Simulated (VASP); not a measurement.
# TiB2 (P6/mmm) in VASP: a series of runs

TiB2 is run at these levels: PBE; tasks: single point, relaxation of cell and atoms.

Program: VASP 6.6.1. These are calculated values, not measurements. Logs are shortened: lines on timing, memory, paths and dates and some standing lists are left out, and cuts for length are marked.

## (1) The cell of the first run

It takes space group P6/mmm (No. 191, hexagonal). Conventional cell: a = 3.032 Å, b = 3.032 Å, c = 3.223 Å, α = 90.00°, β = 90.00°, γ = 120.00°. Within 3.1 Å of Ti (site symmetry 6/mmm) lie 12 B at 2.38 Å and 6 Ti at 3.03 Å. B (site symmetry -6m2) has 3 B at 1.75 Å within 2.3 Å.

## (2) Single point, PBE

INCAR reads:

```
SYSTEM = TiB2
PREC     = Accurate       ! precision mode
ENCUT    = 520            ! plane-wave cutoff, eV
EDIFF    = 1E-6           ! SCF threshold, eV
ISMEAR   = 0              ! smearing method
SIGMA    = 0.1            ! smearing width, eV
LREAL    = .False.        ! projectors in reciprocal space
LASPH    = .True.         ! aspherical terms in the spheres
NELM     = 60             ! most SCF steps
ALGO     = Normal         ! electronic algorithm
ISIF     = 2              ! what is computed and relaxed
LWAVE    = .False.        ! write WAVECAR
LCHARG   = .False.        ! write CHGCAR
GGA      = PE             ! functional
NBANDS   = 16             ! bands
```

KPOINTS reads:

```
Automatic mesh
0
Gamma
  15 15 14
  0 0 0
```

POSCAR reads:

```
TiB2
1.0
    3.0321012950      0.0000000000      0.0000000000
   -1.5160506475      2.6258767483      0.0000000000
    0.0000000000      0.0000000000      3.2234106352
Ti B
1 2
Direct
    0.0000000000      0.0000000000      0.0000000000
    0.3333333333      0.6666666667      0.5000000000
    0.6666666667      0.3333333333      0.5000000000
```

Potentials or basis: VASP PAW PBE potentials, release 64 (Ti_sv, B).

Command:

```bash
> cat potpaw_PBE.64/Ti_sv/POTCAR potpaw_PBE.64/B/POTCAR > POTCAR
> mpirun -np 1 vasp_std > vasp.out
```

OUTCAR:

```text
SYSTEM = TiB2
   PREC = Accurate
   ENCUT = 520
   EDIFF = 1E-6
   ISMEAR = 0
   LREAL = .False.
   LASPH = .True.
   NELM = 60
   ISIF = 2
   GGA = PE

 ion  position               nearest neighbor table
   1  0.000  0.000  0.000-   2 2.38   3 2.38   2 2.38   3 2.38   2 2.38   2 2.38   3 2.38   3 2.38
                             3 2.38   3 2.38   2 2.38   2 2.38
   2  0.333  0.667  0.500-   3 1.75   3 1.75   3 1.75   1 2.38   1 2.38   1 2.38   1 2.38   1 2.38
                             1 2.38
   3  0.667  0.333  0.500-   2 1.75   2 1.75   2 1.75   1 2.38   1 2.38   1 2.38   1 2.38   1 2.38
                             1 2.38

  LATTYP: Found a hexagonal cell.
 ALAT       =     3.0321012950
 C/A-ratio  =     1.0630946402

  Lattice vectors:

 A1 = (   3.0321012950,   0.0000000000,   0.0000000000)
 A2 = (  -1.5160506475,   2.6258767483,   0.0000000000)
 A3 = (   0.0000000000,   0.0000000000,   3.2234106352)

Analysis of symmetry for initial positions (statically):
=====================================================================
 Subroutine PRICEL returns:
 Original cell was already a primitive cell.

 Routine SETGRP: Setting up the symmetry group for a
 hexagonal supercell.

 Subroutine GETGRP returns: Found 24 space group operations
 (whereof 24 operations were pure point group operations)
 out of a pool of 24 trial point group operations.

The static configuration has the point symmetry D_6h.

Analysis of symmetry for dynamics (positions and initial velocities):
=====================================================================
 Subroutine PRICEL returns:
 Original cell was already a primitive cell.

 Routine SETGRP: Setting up the symmetry group for a
 hexagonal supercell.

 Subroutine GETGRP returns: Found 24 space group operations
 (whereof 24 operations were pure point group operations)
 out of a pool of 24 trial point group operations.

The dynamic configuration has the point symmetry D_6h.

 Subroutine INISYM returns: Found 24 space group operations
 (whereof 24 operations are pure point group operations),
 and found     1 'primitive' translations

----------------------------------------------------------------------------------------

                                     Primitive cell

  volume of cell :      25.6646

  direct lattice vectors                    reciprocal lattice vectors
     3.032101295  0.000000000  0.000000000     0.329804285  0.190412593  0.000000000
    -1.516050647  2.625876748  0.000000000     0.000000000  0.380825186  0.000000000
     0.000000000  0.000000000  3.223410635     0.000000000  0.000000000  0.310230409

  length of vectors
     3.032101295  3.032101295  3.223410635     0.380825186  0.380825186  0.310230409

  position of ions in fractional coordinates (direct lattice)
     0.000000000  0.000000000  0.000000000
     0.333333333  0.666666667  0.500000000
     0.666666667  0.333333333  0.500000000

  ion indices of the primitive-cell ions
   primitive index   ion index
                 1           1
                 2           2
                 3           3

----------------------------------------------------------------------------------------

 KPOINTS: Automatic mesh

Automatic generation of k-mesh.
 Grid dimensions read from file:
 generate k-points for:   15   15   14

 Generating k-lattice:

  Cartesian coordinates                     Fractional coordinates (reciprocal lattice)
     0.021986952  0.012694173  0.000000000     0.066666667  0.000000000  0.000000000
     0.000000000  0.025388346  0.000000000     0.000000000  0.066666667  0.000000000
     0.000000000  0.000000000  0.022159315     0.000000000  0.000000000  0.071428571

  Length of vectors
     0.025388346  0.025388346  0.022159315

  Shift w.r.t. Gamma in fractional coordinates (k-lattice)
     0.000000000  0.000000000  0.000000000

 Subroutine IBZKPT returns following result:
 ===========================================

 Found    216 irreducible k-points:

 Following reciprocal coordinates:
            Coordinates               Weight
  0.000000  0.000000  0.000000      1.000000
  0.066667 -0.000000  0.000000      6.000000
  0.133333  0.000000  0.000000      6.000000
  0.200000 -0.000000  0.000000      6.000000
  0.266667  0.000000  0.000000      6.000000
  0.333333  0.000000  0.000000      6.000000
[... 16 lines left out ...]
  0.333333  0.200000  0.000000     12.000000
  0.400000  0.200000  0.000000      6.000000
 [... further k-points ...]
   k-points           NKPTS =    216   k-points in BZ     NKDIM =    216   number of bands    NBANDS=     16
   number of dos      NEDOS =    301   number of ions     NIONS =      3
   total plane-waves  NPLWV =  13824
   dimension x,y,z NGX =    24 NGY =   24 NGZ =   24
   dimension x,y,z NGXF=    48 NGYF=   48 NGZF=   48
   ions per type =               1   2
   NGX,Y,Z   is equivalent  to a cutoff of  13.16, 13.16, 12.38 a.u.
   NGXF,Y,Z  is equivalent  to a cutoff of  26.32, 26.32, 24.76 a.u.
 SYSTEM =  TiB2
   PREC   = accura    normal or accurate (medium, high low for compatibility)
   ISTART =      0    job   : 0-new  1-cont  2-samecut
   ICHARG =      2    charge: 1-file 2-atom 10-const
   ISPIN  =      1    spin polarized calculation?
   LNONCOLLINEAR =      F non collinear calculations
   LSORBIT =      F    spin-orbit coupling
   LASPH  =      T    aspherical Exc in radial PAW
   ENCUT  =  520.0 eV  38.22 Ry    6.18 a.u.   5.64  5.64  5.99*2*pi/ulx,y,z
   NELM   =     60;   NELMIN=  2; NELMDL= -5     # of ELM steps
   EDIFF  = 0.1E-05   stopping-criterion for ELM
   LREAL  =      F    real-space projection
   EDIFFG = 0.1E-04   stopping-criterion for IOM
   NSW    =      0    number of steps for IOM
   IBRION =     -1    ionic relax: 0-MD 1-quasi-New 2-CG
   NFREE  =      0    steps in history (QN), initial steepest desc. (CG)
   ISIF   =      2    stress and relaxation
   ISYM   =      2    0-nonsym 1-usesym 2-fastsym
   POTIM  = 0.5000    time-step for ionic-motion
   TEBEG  =    0.0;   TEEND  =   0.0 temperature during run
   PSTRESS=    0.0 pullay stress
   NELECT =      18.0000    total number of electrons
   NUPDOWN=      -1.0000    fix difference up-down
   EMIN   =  10.00;   EMAX   =-10.00  energy-range for DOS
   EFERMI =   0.00;   METHOD = LEGACY
   ISMEAR =     0;   SIGMA  =   0.10  broadening in eV -4-tet -1-fermi 0-gaus
   EFERMI_NEDOS =   21; number of points for ismear=-14 and -15
   IALGO  =     38    algorithm
   IMIX   =      4    mixing-type and parameters
     AMIX     =   0.40;   BMIX     =  1.00
     AMIX_MAG =   1.60;   BMIX_MAG =  1.00
  volume/ion in A,a.u.               =       8.55        57.73
  Fermi-wavevector in a.u.,A,eV,Ry     =   1.454525  2.748653 28.785059  2.115642
  Thomas-Fermi vector in A             =   2.571665
   LORBIT       =      0    0 simple, 1 ext, 2 COOP (PROOUT), +10 PAW based schemes
   GGA     = PE    functional components
   LHFCALC =     F    Hartree Fock is set to
   AEXX    =    0.0000 exact exchange contribution
   IVDW    =     0    specifies the selected vdW correction
   LEPSILON=     F    determine dielectric tensor
   LRPA    =     F    only Hartree local field effects (RPA)
 non-spin polarized calculation
 Gauss-broadening in eV      SIGMA  =   0.10
  energy-cutoff  :      520.00
  volume of cell :       25.66
 maximum number of plane-waves:       719
 NGX is ok and might be reduce to    24
   NGX = 11   NGY = 11   NGZ = 11

 number of electron      18.0000001 magnetization

 Free energy of the ion-electron system (eV)
  ---------------------------------------------------
  ext. energy  EPLUGINS =         0.00000000
  ---------------------------------------------------
  free energy    TOTEN  =       -24.43026358 eV

  energy without entropy =      -24.42838192  energy(sigma->0) =      -24.42932275

 E-fermi :  10.0233     XC(G=0): -12.7675

 val. band max:        9.9799179841   @ k =   0.2667   0.2000   0.0000
 cond. band min:      10.0236333098   @ k =   0.2000   0.2000   0.1429
 fundamental gap:      0.0437153257
 Fermi energy:        10.0233118720

 k-point     1 :       0.0000    0.0000    0.0000
  band No.  band energies     occupation
      1     -46.9592      2.00000
      2     -23.3107      2.00000
      3     -22.9976      2.00000
      4     -22.9976      2.00000
      5      -3.5077      2.00000
      6       7.3786      2.00000
[... 8 lines left out ...]
     15      15.7409      0.00000
     16      16.8720      0.00000

 k-point     2 :       0.0667   -0.0000    0.0000
  band No.  band energies     occupation
      1     -46.9569      2.00000
      2     -23.3077      2.00000
      3     -23.0153      2.00000
      4     -23.0016      2.00000
      5      -3.4220      2.00000
      6       7.1291      2.00000
[... 8 lines left out ...]
     15      16.2866      0.00000
     16      17.1421      0.00000

 k-point     3 :       0.1333    0.0000    0.0000
  band No.  band energies     occupation
      1     -46.9504      2.00000
      2     -23.2993      2.00000
      3     -23.0655      2.00000
      4     -23.0130      2.00000
      5      -3.1684      2.00000
      6       6.4541      2.00000
[... 8 lines left out ...]
     15      17.4659      0.00000
     16      17.9611      0.00000

 k-point     4 :       0.2000   -0.0000    0.0000
  band No.  band energies     occupation
      1     -46.9407      2.00000
      2     -23.2870      2.00000
      3     -23.1387      2.00000
      4     -23.0297      2.00000
      5      -2.7557      2.00000
      6       5.5163      2.00000
[... 8 lines left out ...]
     15      17.8303      0.00000
     16      18.9336      0.00000

 k-point     5 :       0.2667    0.0000    0.0000
  band No.  band energies     occupation
      1     -46.9296      2.00000
      2     -23.2729      2.00000
      3     -23.2218      2.00000
      4     -23.0489      2.00000
      5      -2.1968      2.00000
      6       4.4520      2.00000
[... 8 lines left out ...]
     15      17.2434      0.00000
     16      19.1695      0.00000

 k-point     6 :       0.3333    0.0000    0.0000
  band No.  band energies     occupation
      1     -46.9189      2.00000
      2     -23.3003      2.00000
      3     -23.2593      2.00000
      4     -23.0671      2.00000
      5      -1.5069      2.00000
      6       3.3462      2.00000
[... 8 lines left out ...]
     15      17.3528      0.00000
     16      18.9211      0.00000
[... 267 lines left out ...]
 k-point    21 :       0.2000    0.2000    0.0000
  band No.  band energies     occupation
      1     -46.9163      2.00000
      2     -23.2826      2.00000
      3     -23.2560      2.00000
      4     -23.1092      2.00000
      5      -1.3509      2.00000
      6       3.7999      2.00000
[... 8 lines left out ...]
     15      18.4593      0.00000
     16      19.5929      0.00000

 k-point    22 :       0.2667    0.2000    0.0000
  band No.  band energies     occupation
      1     -46.9085      2.00000
      2     -23.3194      2.00000
      3     -23.2461      2.00000
      4     -23.1437      2.00000
      5      -0.6182      2.00000
      6       3.0233      2.00000
[... 8 lines left out ...]
     15      18.5922      0.00000
     16      19.8268      0.00000

 k-point    23 :       0.3333    0.2000    0.0000
  band No.  band energies     occupation
      1     -46.9031      2.00000
      2     -23.3424      2.00000
      3     -23.2393      2.00000
      4     -23.1690      2.00000
      5       0.2185      2.00000
      6       2.0994      2.00000
[... 8 lines left out ...]
     15      18.7160      0.00000
     16      19.8848      0.00000

 k-point    24 :       0.4000    0.2000    0.0000
  band No.  band energies     occupation
      1     -46.9012      2.00000
      2     -23.3501      2.00000
      3     -23.2369      2.00000
      4     -23.1783      2.00000
      5       1.0795      2.00000
      6       1.1973      2.00000
[... 8 lines left out ...]
     15      18.7844      0.00000
     16      19.8995      0.00000

 [... further k-points ...]

------------------------ aborting loop because EDIFF is reached ----------------------------------------

  FORCE on cell =-STRESS in cart. coord.  units (eV):
  Direction    XX          YY          ZZ          XY          YZ          ZX
  --------------------------------------------------------------------------------------
  -------------------------------------------------------------------------------------
  Total        0.0385408      0.0385408      0.0433074      0.0000000     -0.0000000     -0.0000000
  in kB        2.4060120      2.4060120      2.7035802      0.0000000     -0.0000000     -0.0000000
  external PRESSURE =       2.5052014 kB  Pullay stress =       0.0000000 kB

 VOLUME and BASIS-vectors are now :
 -----------------------------------------------------------------------------
  energy-cutoff  :      520.00
  volume of cell :       25.66
      direct lattice vectors                 reciprocal lattice vectors
     3.032101295  0.000000000  0.000000000     0.329804285  0.190412593  0.000000000
    -1.516050647  2.625876748  0.000000000     0.000000000  0.380825186  0.000000000
     0.000000000  0.000000000  3.223410635     0.000000000  0.000000000  0.310230409

 POSITION                                       TOTAL-FORCE (eV/Angst)
 -----------------------------------------------------------------------------------
      0.00000      0.00000      0.00000        -0.000000      0.000000      0.000000
     -0.00000      1.75058      1.61171         0.000000      0.000000      0.000000
      1.51605      0.87529      1.61171        -0.000000     -0.000000      0.000000
 -----------------------------------------------------------------------------------
    total drift:                               -0.000000      0.000000      0.000000

  FREE ENERGIE OF THE ION-ELECTRON SYSTEM (eV)
  ---------------------------------------------------
  free  energy   TOTEN  =       -24.4302635790 eV

  energy  without entropy=      -24.4283819173  energy(sigma->0) =      -24.42932275
```

It took 73 s on 1 thread of AMD EPYC 9R45 (Zen 5), shared host; peak memory 0.17 GiB.

What came out:

```yaml
Free_energy: -24.4303 eV
Pressure: 0.3 GPa
Band_gap_on_the_k_mesh: zero (band 9 reaches 10.40 eV, above the bottom of band 10 at 9.80 eV)
```

(Continued in part 2 of 2.)
